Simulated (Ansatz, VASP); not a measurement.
Two plane-wave programs on BaS

```
CELL_PARAMETERS angstrom
0.00000 3.24662 3.24662
3.24662 0.00000 3.24662
3.24662 3.24662 0.00000
ATOMIC_POSITIONS crystal
Ba 0.00000 0.00000 0.00000
S 0.50000 0.50000 0.50000
```

Alike in both runs: task single point; functional PBE; k mesh 6 × 6 × 6; no spin polarisation.

|  | VASP | Ansatz |
| --- | --- | --- |
| version | VASP 6.6.1 | Ansatz 0.2.0 |
| potentials or method | VASP PAW PBE potentials, release 64 (Ba_sv, S) | plane waves, PAW |
| plane-wave cutoff (eV) | 500 | 420 |
| occupations | gaussian, width 0.01 eV | fixed |
| valence electrons in the cell | 16 | 16 |

VASP gave:

- gap on the k mesh at the Fermi level (eV): 2.18
- pressure (GPa): -0.7

**Question.** What did Ansatz give for the same quantities?

**Answer.** gap on the k mesh at the Fermi level (eV): 2.27; pressure (GPa): -1.2.

Spin-orbit coupling is off throughout.
